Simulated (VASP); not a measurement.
Set up this calculation in VASP 6.6.1, as the native input.

```yaml
Task: single point
Functional: PBE
Potentials_or_basis: VASP PAW PBE potentials, release 64 (Ta_pv)
Cutoff: 500 eV
k_mesh: 6 × 6 × 6
Occupations: fermi-dirac, width 0.1 eV
Spin: no spin polarisation
Dipole_correction: no
Further_INCAR_settings: ALGO = Normal; EDIFF = 1e-06; NBANDS = 18
```

The structure of Ta lies in POSCAR:

```
Ta
1.0
    3.3200000000      0.0000000000      0.0000000000
    0.0000000000      3.3200000000      0.0000000000
    0.0000000000      0.0000000000      3.3200000000
Ta
2
Direct
    0.0000000000      0.0000000000      0.0000000000
    0.5000000000      0.5000000000      0.5400000000
```

The input as run:

INCAR

```
SYSTEM = Ta
  ALGO = Normal
  EDIFF = 1E-6
  ENCUT = 500
  GGA = PE
  GGA_COMPAT = .False.
  ISIF = 2
  ISMEAR = -1
  LASPH = .True.
  LCHARG = .False.
  LREAL = .False.
  LWAVE = .False.
  NBANDS = 18
  NELM = 120
  PREC = Accurate
  SIGMA = 0.1
```

KPOINTS

```
k-points
0
Gamma
  6 6 6
  0 0 0
```

Potentials or basis: VASP PAW PBE potentials, release 64 (Ta_pv).

Command:

```bash
$ cat potpaw_PBE.64/Ta_pv/POTCAR > POTCAR
$ mpirun -np 1 vasp_std > vasp.out
```

It gave:

```json
{
 "Pressure": "1.5 GPa",
 "Largest force": "1.127 eV/Å",
 "Band gap on the k mesh": "zero (bands 11 and 12 overlap by 2.53 eV)"
}
```

Caveat: spin-orbit coupling is left out, which moves the levels of the heavy elements; forces of over 1 eV/Å act on the atoms, so gaps and moduli don't describe the material at rest.

Run time: 8.3 s on 1 thread of AMD EPYC 9R45 96-Core Processor (Zen 5), on a shared host, peak memory 0.12 GiB.
